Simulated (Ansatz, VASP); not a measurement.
Two plane-wave programs on CaO

POSCAR

```
CaO
1.0
    0.0000000000      2.3975501188      2.3975501188
    2.3975501188      0.0000000000      2.3975501188
    2.3975501188      2.3975501188      0.0000000000
Ca O
1 1
Direct
    0.0000000000      0.0000000000      0.0000000000
    0.5000000000      0.5000000000      0.5000000000
```

Contents of INCAR.step1:

```
ALGO = Normal
EDIFF = 1E-5
ENCUT = 520
GGA = PE
GGA_COMPAT = F
ISIF = 2
ISMEAR = 0
LASPH = T
LCHARG = F
LREAL = F
LWAVE = T
NBANDS = 15
NELM = 120
PREC = Accurate
SIGMA = 0.01
```

Contents of INCAR.step2:

```
AEXX = 0.3
ALGO = Normal
EDIFF = 1E-6
ENCUT = 520
GGA = PE
GGA_COMPAT = F
ISIF = 2
ISMEAR = 0
ISTART = 1
LASPH = T
LCHARG = F
LHFCALC = T
LREAL = F
LWAVE = F
NBANDS = 15
NELM = 120
PREC = Accurate
PRECFOCK = Normal
SIGMA = 0.01
```

File KPOINTS:

```
k-points
0
Gamma
  4 4 4
```

Input for Ansatz:

```yaml
crystal:
  lattice:
    - [0.0, 2.3975501188, 2.3975501188]
    - [2.3975501188, 0.0, 2.3975501188]
    - [2.3975501188, 2.3975501188, 0.0]
  atoms:
    - { symbol: Ca, position: [0.0, 0.0, 0.0] }
    - { symbol: O, position: [0.5, 0.5, 0.5] }
kpoints:
  mp_grid: { grid: [4, 4, 4] }
hamiltonian:
  xc: { exchange: pbe, correlation: pbe, exx: { coeff: 0.3 } }
scf:
  occupations: { method: fixed }
  n_extra_bands: 4
output:
  forces: true
  stress: true
  eigenvalues: true
```

Alike in both runs: task single point; functional PBE-based global hybrid with a share of 0.3 of exact exchange; k mesh 4 × 4 × 4; no spin polarisation.

```csv
,VASP,Ansatz
version,VASP 6.6.1,Ansatz 0.2.0
potentials or method,"VASP PAW PBE potentials, release 64 (Ca_sv, O)",plane waves
plane-wave cutoff (eV),520,420
occupations,"gaussian, width 0.01 eV",fixed
valence electrons in the cell,16,16
```

VASP gave:

* gap on the k mesh at the Fermi level (eV): 6.57
* pressure (GPa): 0.3

Problem. Which values does Ansatz return?

Solution. gap on the k mesh at the Fermi level (eV): 6.55; pressure (GPa): -0.3.

VASP's potentials were made for PBE, not for PBE-based global hybrid. Ansatz's warnings: stress exchange threshold loose, stress scf threshold loose.

The k mesh is coarse, so the values compare programs but aren't converged.
